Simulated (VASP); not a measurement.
Runs of VASP 6.6.1 on Yb3InC. The structure is that of space group Pm-3m (No. 221), or close to it. The cells are those of the table. 

```csv
task,cell,cutoff (eV),gap on the mesh (eV),pressure (GPa)
single point,"a = 4.721 Å, 5 atoms",520,none,(a)
relaxation of cell and atoms,"relaxed to 10 GPa from a = 5.063 Å, 5 atoms",600,none,10.6
relaxation of cell and atoms,"relaxed to 20 GPa from a = 5.063 Å, 5 atoms",600,none,19.4
relaxation of cell and atoms,"relaxed to 5 GPa from a = 5.063 Å, 5 atoms",600,none,4.4
single point,"a = 4.966 Å, 5 atoms",520,none,-1.4
```

Alike in all rows: level revPBE; potentials or basis VASP PAW PBE potentials, release 64 (Yb, In_d, C); no spin polarisation; k mesh 3 × 3 × 3; smearing gaussian 0.01 eV.

Fill in the values left out.

(a) 9.4.

Caveats: all runs use coarse meshes; the PAW data sets were made with another functional, which shifts forces and pressure a little; spin-orbit coupling is left out, which moves the levels of the heavy elements; without U or exact exchange the open f shell lies at the Fermi level, which spoils levels, moments and volumes; the cell is relaxed towards a set pressure, so the enthalpy falls and the energy may rise (some runs).

A k mesh can miss the band edges, and the runs leave out spin-orbit coupling on In, Yb.

A gap of «none» marks levels without a gap at the run's occupations.
